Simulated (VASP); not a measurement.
# LaPb2 (I4/mmm) in VASP: single point with PBE

Aim: the single point of LaPb2 with PBE.

All numbers are computed with VASP 6.6.1; they aren't measurements. Logs are shortened: lines on timing, memory, paths and dates and some standing lists are left out, and cuts for length are marked.

### 1 The cell of the first run

The structure is tetragonal, space group I4/mmm (No. 139). The conventional cell has a = 3.609 Å, b = 3.609 Å, c = 12.854 Å, α = 90.00°, β = 90.00°, γ = 90.00°. La (site symmetry 4/mmm) has 8 Pb at 3.09 Å and 4 La at 3.61 Å within 4.1 Å. Within 4.1 Å of Pb (site symmetry 4mm) lie 4 La at 3.09 Å and 9 Pb at 3.47 to 3.91 Å.

### 2 Single point, PBE

File INCAR:

```
SYSTEM = LaPb2
  PREC = Accurate
  ENCUT = 520
  EDIFF = 1E-7
  ISMEAR = -1
  SIGMA = 0.0145
  LREAL = .FALSE.
  LASPH = .TRUE.
  NELM = 80
  ALGO = Normal
  ISIF = 2
  LWAVE = .FALSE.
  LCHARG = .TRUE.
  GGA = PE
  LELF = .TRUE.
  LVHAR = .TRUE.
  NBANDS = 26
```

File KPOINTS:

```
Automatic mesh
0
G
  5 5 5
  0 0 0
```

File POSCAR:

```
LaPb2
1.0
    0.0000000000      3.6085530000      0.0000000000
    3.6085530000      0.0000000000      0.0000000000
    1.8042760000      1.8042760000     -6.4267570000
La Pb
1 2
Direct
    0.0000000000      0.0000000000      0.0000000000
    0.3650000000      0.3650000000      0.2700000000
    0.6350000000      0.6350000000      0.7300000000
```

Potentials or basis: VASP PAW PBE potentials, release 64 (La, Pb_d).

The run is started by

```
$ cat potpaw_PBE.64/La/POTCAR potpaw_PBE.64/Pb_d/POTCAR > POTCAR
$ mpirun -np 1 vasp_std > vasp.out
```

OUTCAR:

```text
SYSTEM = LaPb2
   PREC = Accurate
   ENCUT = 520
   EDIFF = 1E-7
   ISMEAR = -1
   LREAL = .FALSE.
   LASPH = .TRUE.
   NELM = 80
   ISIF = 2
   GGA = PE

 ion  position               nearest neighbor table
   1  0.000  0.000  0.000-   2 3.09   3 3.09   3 3.09   3 3.09   2 3.09   2 3.09   3 3.09   2 3.09

   2  0.365  0.365  0.270-   1 3.09   1 3.09   1 3.09   1 3.09   3 3.47   3 3.91   3 3.91   3 3.91
                             3 3.91
   3  0.635  0.635  0.730-   1 3.09   1 3.09   1 3.09   1 3.09   2 3.47   2 3.91   2 3.91   2 3.91
                             2 3.91

  LATTYP: Found a body centered tetragonal cell.
 ALAT       =     3.6085530000
 C/A-ratio  =     3.5619579372

  Lattice vectors:

 A1 = (  -1.8042760000,   1.8042770000,   6.4267570000)
 A2 = (   1.8042770000,  -1.8042760000,   6.4267570000)
 A3 = (   1.8042760000,   1.8042760000,  -6.4267570000)

Analysis of symmetry for initial positions (statically):
=====================================================================
 Subroutine PRICEL returns:
 Original cell was already a primitive cell.

 Routine SETGRP: Setting up the symmetry group for a
 body centered tetragonal supercell.

 Subroutine GETGRP returns: Found 16 space group operations
 (whereof 16 operations were pure point group operations)
 out of a pool of 16 trial point group operations.

The static configuration has the point symmetry D_4h.

Analysis of symmetry for dynamics (positions and initial velocities):
=====================================================================
 Subroutine PRICEL returns:
 Original cell was already a primitive cell.

 Routine SETGRP: Setting up the symmetry group for a
 body centered tetragonal supercell.

 Subroutine GETGRP returns: Found 16 space group operations
 (whereof 16 operations were pure point group operations)
 out of a pool of 16 trial point group operations.

The dynamic configuration has the point symmetry D_4h.

 Subroutine INISYM returns: Found 16 space group operations
 (whereof 16 operations are pure point group operations),
 and found     1 'primitive' translations

----------------------------------------------------------------------------------------

                                     Primitive cell

  volume of cell :      83.6870

[... 77 lines left out ...]
   ISPIN  =      1    spin polarized calculation?
   LNONCOLLINEAR =      F non collinear calculations
   LSORBIT =      F    spin-orbit coupling
   LASPH  =      T    aspherical Exc in radial PAW
   ENCUT  =  520.0 eV  38.22 Ry    6.18 a.u.   6.71  6.71 12.86*2*pi/ulx,y,z
   NELM   =     80;   NELMIN=  2; NELMDL= -5     # of ELM steps
   EDIFF  = 0.1E-06   stopping-criterion for ELM
   LREAL  =      F    real-space projection
   EDIFFG = 0.1E-05   stopping-criterion for IOM
   NSW    =      0    number of steps for IOM
   IBRION =     -1    ionic relax: 0-MD 1-quasi-New 2-CG
   NFREE  =      0    steps in history (QN), initial steepest desc. (CG)
   ISIF   =      2    stress and relaxation
   ISYM   =      2    0-nonsym 1-usesym 2-fastsym
   POTIM  = 0.5000    time-step for ionic-motion
   TEBEG  =    0.0;   TEEND  =   0.0 temperature during run
   PSTRESS=    0.0 pullay stress
   NELECT =      39.0000    total number of electrons
   NUPDOWN=      -1.0000    fix difference up-down
   EMIN   =  10.00;   EMAX   =-10.00  energy-range for DOS
   EFERMI =   0.00;   METHOD = LEGACY
   ISMEAR =    -1;   SIGMA  =   0.01  broadening in eV -4-tet -1-fermi 0-gaus
   EFERMI_NEDOS =   21; number of points for ismear=-14 and -15
   IALGO  =     38    algorithm
   IMIX   =      4    mixing-type and parameters
     AMIX     =   0.40;   BMIX     =  1.00
     AMIX_MAG =   1.60;   BMIX_MAG =  1.00
  volume/ion in A,a.u.               =      27.90       188.25
  Fermi-wavevector in a.u.,A,eV,Ry     =   1.269240  2.398515 21.918573  1.610970
  Thomas-Fermi vector in A             =   2.402292
   LORBIT       =      0    0 simple, 1 ext, 2 COOP (PROOUT), +10 PAW based schemes
   GGA     = PE    functional components
   LHFCALC =     F    Hartree Fock is set to
   AEXX    =    0.0000 exact exchange contribution
   IVDW    =     0    specifies the selected vdW correction
   LEPSILON=     F    determine dielectric tensor
   LRPA    =     F    only Hartree local field effects (RPA)
 non-spin polarized calculation
  energy-cutoff  :      520.00
  volume of cell :       83.69
 maximum number of plane-waves:      2269
   NGX = 13   NGY = 13   NGZ = 25

 number of electron      39.0000007 magnetization

 Free energy of the ion-electron system (eV)
  ---------------------------------------------------
  ext. energy  EPLUGINS =         0.00000000
  ---------------------------------------------------
  free energy    TOTEN  =       -11.06211149 eV

  energy without entropy =      -11.06067545  energy(sigma->0) =      -11.06139347

 E-fermi :   8.9748     XC(G=0): -10.5560

 val. band max:        8.9254304207   @ k =  -0.2000   0.2000   0.0000
 cond. band min:       9.0069795264   @ k =  -0.4000   0.2000   0.0000
 fundamental gap:      0.0815491056
 Fermi energy:         8.9747773269

 k-point     1 :       0.0000    0.0000    0.0000
  band No.  band energies     occupation
      1     -23.4352      2.00000
      2      -8.2980      2.00000
      3      -8.2572      2.00000
      4      -8.2572      2.00000
      5      -8.1374      2.00000
      6      -8.1054      2.00000
[... 511 lines left out ...]
     25      11.5871      0.00000
     26      11.6424      0.00000

------------------------ aborting loop because EDIFF is reached ----------------------------------------

  FORCE on cell =-STRESS in cart. coord.  units (eV):
  Direction    XX          YY          ZZ          XY          YZ          ZX
  --------------------------------------------------------------------------------------
  -------------------------------------------------------------------------------------
  Total        9.3556911      9.3556911      8.7274503      0.0000000      0.0000007      0.0000007
  in kB      179.1135327    179.1135327    167.0859412      0.0000000      0.0000130      0.0000130
  external PRESSURE =     175.1043355 kB  Pullay stress =       0.0000000 kB

 VOLUME and BASIS-vectors are now :
 -----------------------------------------------------------------------------
  energy-cutoff  :      520.00
  volume of cell :       83.69
      direct lattice vectors                 reciprocal lattice vectors
     0.000000000  3.608553000  0.000000000     0.000000000  0.277119388  0.077799715
     3.608553000  0.000000000  0.000000000     0.277119388  0.000000000  0.077799715
     1.804276000  1.804276000 -6.426757000     0.000000000  0.000000000 -0.155599473

 POSITION                                       TOTAL-FORCE (eV/Angst)
 -----------------------------------------------------------------------------------
      0.00000      0.00000      0.00000         0.000000      0.000000      0.000000
      1.80428      1.80428     -1.73522        -0.000000     -0.000000     -2.595867
      3.60855      3.60855     -4.69153         0.000000      0.000000      2.595867
 -----------------------------------------------------------------------------------
    total drift:                               -0.000000      0.000000     -0.000000

  FREE ENERGIE OF THE ION-ELECTRON SYSTEM (eV)
  ---------------------------------------------------
  free  energy   TOTEN  =       -11.0621114920 eV

  energy  without entropy=      -11.0606754538  energy(sigma->0) =      -11.06139347
```

OSZICAR:

```text
N       E                     dE             d eps       ncg     rms          rms(c)
DAV:   1     0.449504772690E+03    0.44950E+03   -0.16730E+04   968   0.219E+03
DAV:   2     0.596694764635E+02   -0.38984E+03   -0.37628E+03   968   0.410E+02
DAV:   3    -0.661235802824E+01   -0.66282E+02   -0.65019E+02  1198   0.204E+02
DAV:   4    -0.123817915153E+02   -0.57694E+01   -0.53183E+01  1670   0.607E+01
DAV:   5    -0.126679638196E+02   -0.28617E+00   -0.28548E+00  1518   0.110E+01    0.552E+00
DAV:   6    -0.110279085058E+02    0.16401E+01   -0.12445E+01  1666   0.314E+01    0.240E+00
DAV:   7    -0.110798101290E+02   -0.51902E-01   -0.10524E+00  1500   0.101E+01    0.167E+00
DAV:   8    -0.110668707885E+02    0.12939E-01   -0.28430E-01  1490   0.578E+00    0.354E-01
DAV:   9    -0.110618062799E+02    0.50645E-02   -0.51971E-02  1704   0.314E+00    0.214E-01
DAV:  10    -0.110621140265E+02   -0.30775E-03   -0.16439E-02  1728   0.126E+00    0.111E-01
DAV:  11    -0.110621272936E+02   -0.13267E-04   -0.28617E-03  1656   0.686E-01    0.468E-02
DAV:  12    -0.110621084352E+02    0.18858E-04   -0.22196E-04  1552   0.181E-01    0.139E-02
DAV:  13    -0.110621119715E+02   -0.35363E-05   -0.37355E-05  1736   0.504E-02    0.474E-03
DAV:  14    -0.110621118005E+02    0.17093E-06   -0.15819E-06  1464   0.108E-02    0.227E-03
DAV:  15    -0.110621113215E+02    0.47908E-06   -0.41564E-07  1192   0.903E-03    0.984E-04
DAV:  16    -0.110621115061E+02   -0.18460E-06   -0.84342E-08   944   0.366E-03    0.750E-04
DAV:  17    -0.110621114920E+02    0.14097E-07   -0.25141E-08   864   0.260E-03
   1 F= -.11062111E+02 E0= -.11061393E+02  d E =-.143604E-02
```

Wall time 91 s (1 thread of AMD EPYC 7R13, shared host); peak memory 0.19 GiB.

What came out:

* Free energy: -11.0621 eV
* Pressure: 17.5 GPa
* Largest force: 2.596 eV/Å
* Band gap on the k mesh: zero (an odd number of electrons rules out a gap without spin polarisation)

Forces in eV/Å, atoms in the order of the input:
```
La   0.000  0.000  0.000
Pb   0.000  0.000 -2.596
Pb   0.000  0.000  2.596
```

Caveat: the k points lie up to 0.36 Å⁻¹ apart, too coarse for converged energies and pressures of a metal; spin-orbit coupling is left out, which moves the levels of the heavy elements; forces of over 1 eV/Å act on the atoms, so gaps and moduli don't describe the material at rest.
